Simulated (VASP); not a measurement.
Wanted: the native input for a VASP 6.6.1 run.

```yaml
Task: single point
Functional: LDA
Potentials_or_basis: VASP PAW LDA potentials, release 64 (Li_sv, Mg)
Cutoff: 520 eV
k_mesh: 3 × 3 × 3
Occupations: methfessel-paxton, width 0.15 eV
Spin: no spin polarisation
Dipole_correction: no
Further_INCAR_settings: ALGO = Normal; EDIFF = 1e-06; NBANDS = 18
```

The structure of Li5Mg lies in POSCAR:

```
Li5Mg
1.0
    5.2741255200      0.0000000000      0.0000000000
   -2.6370627600      4.5675266831      0.0000000000
    0.0000000000      0.0000000000      5.0531989800
Li Mg
5 1
Direct
    0.3322508100      0.0000000000      0.0000000000
    0.0000000000      0.3322508100      0.0000000000
    0.6677491900      0.6677491900      0.0000000000
    0.6666666667      0.3333333333      0.5000000000
    0.3333333333      0.6666666667      0.5000000000
    0.0000000000      0.0000000000      0.5000000000
```

The input as run:

INCAR

```
  ALGO = Normal
  EDIFF = 1E-6
  ENCUT = 520
  ISIF = 2
  ISMEAR = 1
  LASPH = True
  LCHARG = True
  LELF = True
  LREAL = False
  LVHAR = True
  LWAVE = False
  NBANDS = 18
  NELM = 80
  PREC = Accurate
  SIGMA = 0.15
```

KPOINTS

```
k-points
0
Gamma
  3 3 3
```

Potentials or basis: VASP PAW LDA potentials, release 64 (Li_sv, Mg).

The run is started by

```bash
$ cat potpaw_LDA.64/Li_sv/POTCAR potpaw_LDA.64/Mg/POTCAR > POTCAR
$ mpirun -np 1 vasp_std > vasp.out
```

Results of the run:

- Largest force: 0.029 eV/Å

Caveat: the k points lie up to 0.46 Å⁻¹ apart.

Wall time 14 s on 1 thread of Intel(R) Xeon(R) Platinum 8259CL CPU @ 2.50GHz (Skylake/Cascade Lake), on a shared host, peak memory 0.19 GiB.
